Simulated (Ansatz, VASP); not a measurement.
Two plane-wave programs on H

```
H
1.0
     2.64606    0.02141   -0.00236
     0.02141    2.64606    0.00236
    -0.00087    0.00087    0.94975
H
1
Direct
  0.00000 0.00000 0.50000
```

Alike in both runs: task single point; functional PBE; k mesh 14 × 14 × 34; occupations gaussian, width 0.05 eV; no spin polarisation.

```csv
,VASP,Ansatz
version,VASP 6.6.1,Ansatz 0.2.0
potentials or method,"VASP PAW PBE potentials, release 64 (H), cutoff 520 eV","scalar-relativistic, plane waves, PAW"
valence electrons in the cell,1,1
```

Ansatz gave:

* gap on the k mesh at the Fermi level (eV): none
* pressure (GPa): 5.7
* traceless stress, the component that is largest in VASP (GPa): 6.49

Problem. What did VASP give for the same quantities?

Solution. gap on the k mesh at the Fermi level (eV): none; pressure (GPa): 5.4; traceless stress, the component that is largest in VASP (GPa): 6.51.

A gap of «none» marks a metal or a gap that the smearing closes.
